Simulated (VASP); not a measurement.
Here is a VASP 6.6.1 calculation.

Contents of POSCAR:

```
LiH
1.0
    4.0840000000      0.0000000000      0.0000000000
    0.0000000000      4.0840000000      0.0000000000
    0.0000000000      0.0000000000      4.0840000000
Li H
4 4
Direct
    0.0000000000      0.0000000000      0.0000000000
    0.5000000000      0.5000000000      0.0000000000
    0.5000000000      0.0000000000      0.5000000000
    0.0000000000      0.5000000000      0.5000000000
    0.5000000000      0.5000000000      0.5000000000
    1.0000000000      1.0000000000      0.5000000000
    1.0000000000      0.5000000000      1.0000000000
    0.5000000000      1.0000000000      1.0000000000
```

The input INCAR.step1:

```
PREC = Accurate ; ENCUT = 650
EDIFF = 1E-5 ; ISMEAR = 0
SIGMA = 0.01 ; LREAL = F
LASPH = T ; NELM = 120
ALGO = Normal ; ISIF = 2
LWAVE = T ; NBANDS = 18
GGA = PE ; GGA_COMPAT = F
```

The input INCAR.step2:

```
PREC = Accurate ; ENCUT = 650
EDIFF = 1E-6 ; ISMEAR = 0
SIGMA = 0.01 ; LREAL = F
LASPH = T ; NELM = 120
ALGO = Normal ; ISIF = 2
LWAVE = F ; LCHARG = T
GGA = PE ; LHFCALC = T
AEXX = 1.0 ; ALDAC = 0.0
AGGAC = 0.0 ; PRECFOCK = Normal
LELF = T ; LVHAR = T
NBANDS = 18 ; ISTART = 1
GGA_COMPAT = F
```

KPOINTS

```
regular mesh
0
Gamma
  1 1 1
```

Potentials or basis: VASP PAW PBE potentials, release 64 (Li_sv, H).

Launch:

```console
$ cat potpaw_PBE.64/Li_sv/POTCAR potpaw_PBE.64/H/POTCAR > POTCAR
$ cp INCAR.step1 INCAR
$ mpirun -np 1 vasp_gam > vasp.out
$ cp INCAR.step2 INCAR
$ mpirun -np 1 vasp_gam > vasp.out
```

(1) Predict the pressure.

(2) Estimate the band gap on the k mesh.

Results:

(1) 16.5 GPa.

(2) 13.19 eV.

Caveat: the k points lie up to 1.54 Å⁻¹ apart; the PAW data sets were made with another functional, which shifts forces and pressure a little.
